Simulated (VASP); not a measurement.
A run of VASP 6.6.1 is set up as follows.

The input POSCAR:

```
BN
1.0
    0.0000000000      1.8122639358      1.8122639358
    1.8122639358      0.0000000000      1.8122639358
    1.8122639358      1.8122639358      0.0000000000
B N
1 1
Direct
    0.0000000000      0.0000000000      0.0000000000
    0.2500000000      0.2500000000      0.2500000000
```

INCAR.step1

```
PREC = Accurate
ENCUT = 600
ISMEAR = -1
SIGMA = 0.02
LREAL = False
LASPH = True
NELM = 100
GGA = PE
ALGO = Normal
EDIFF = 1E-4
LWAVE = True
LCHARG = False
```

File INCAR.step2:

```
PREC = Accurate
ENCUT = 600
EDIFF = 1E-6
ISMEAR = -1
SIGMA = 0.02
LREAL = False
LASPH = True
NELM = 100
ALGO = Normal
ISIF = 3
LWAVE = False
LCHARG = False
METAGGA = R2SCAN
LMIXTAU = True
IBRION = 2
NSW = 80
EDIFFG = -0.005
ISTART = 1
```

KPOINTS

```
regular mesh
0
Gamma
  10 10 10
```

Potentials or basis: VASP PAW PBE potentials, release 64 (B, N).

Run with:

```console
$ cat potpaw_PBE.64/B/POTCAR potpaw_PBE.64/N/POTCAR > POTCAR
$ cp INCAR.step1 INCAR
$ mpirun -np 1 vasp_std > vasp.out
$ cp INCAR.step2 INCAR
$ mpirun -np 1 vasp_std > vasp.out
```

Question: What does it give for the space group after relaxing (to 0.05 Å)?

Answer: F-43m (No. 216).

Question: Predict the band gap on the k mesh.

Answer: 4.98 eV, indirect (least direct gap 9.53 eV).

Question: Estimate the relaxed volume.

Answer: 5.90 Å³/atom.

Question: Estimate the relaxed cell.

Answer: a = 2.555 Å, b = 2.555 Å, c = 2.555 Å, α = 60.00°, β = 60.00°, γ = 60.00°.

Final structure:
```xyz
2
Lattice="0.0000 1.8067 1.8067 1.8067 0.0000 1.8067 1.8067 1.8067 0.0000" Properties=species:S:1:pos:R:3 pbc="T T T"
B     0.0000    0.0000    0.0000
N     0.9033    0.9033    0.9033
```

Caveat: the PAW data sets were made with another functional, which shifts forces and pressure a little. A k mesh can miss the band edges.
